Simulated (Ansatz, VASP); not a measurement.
**One calculation of Hg, two programs**

File INCAR:

```
  PREC = Accurate
  ENCUT = 500
  EDIFF = 1E-6
  ISMEAR = -1
  SIGMA = 0.05
  LREAL = False
  LASPH = True
  NELM = 120
  ALGO = Normal
  ISIF = 2
  LWAVE = False
  LCHARG = True
  GGA = PE
  LELF = True
  LVHAR = True
  NBANDS = 12
  GGA_COMPAT = False
```

File KPOINTS:

```
regular mesh
0
Gamma
  9 9 9
```

POSCAR

```
Hg
1.0
   -1.8829714906      1.8829714906      1.9232131521
    1.8829714906     -1.8829714906      1.9232131521
    1.8829714906      1.8829714906     -1.9232131521
Hg
1
Direct
    0.5000000000      0.5000000000      0.0000000000
```

Input for Ansatz:

```yaml
crystal:
  lattice:
    - [-1.882971490587451, 1.882971490587451, 1.9232131520978935]
    - [1.882971490587451, -1.882971490587451, 1.9232131520978935]
    - [1.882971490587451, 1.882971490587451, -1.9232131520978935]
  atoms:
    - { symbol: Hg, position: [0.5, 0.5, 0.0] }
basis:
  ecutwfc: 550.0
kpoints:
  mp_grid:
    grid: [9, 9, 9]
scf:
  occupations:
    method: fermi_dirac
    width: 0.05
output:
  stress: true
```

Alike in both runs: task single point; functional PBE; k mesh 9 × 9 × 9; occupations fermi-dirac, width 0.05 eV; no spin polarisation.

```csv
,VASP,Ansatz
version,VASP 6.6.1,Ansatz 0.2.0
potentials or method,"VASP PAW PBE potentials, release 64 (Hg), cutoff 500 eV","plane waves, PAW"
valence electrons in the cell,12,20
```

|  | VASP | Ansatz | Ansatz less VASP |
| --- | --- | --- | --- |
| pressure (GPa) | 1.1 | 0.9 | -0.16 |
| traceless stress, the component that is largest in VASP (GPa) | 0.14 | 0.14 | +0.005 |

VASP's potentials hold 12 valence electrons a cell and Ansatz's 20, so a difference there can come from the potentials and not from the codes.

Neither program's run includes spin-orbit coupling.
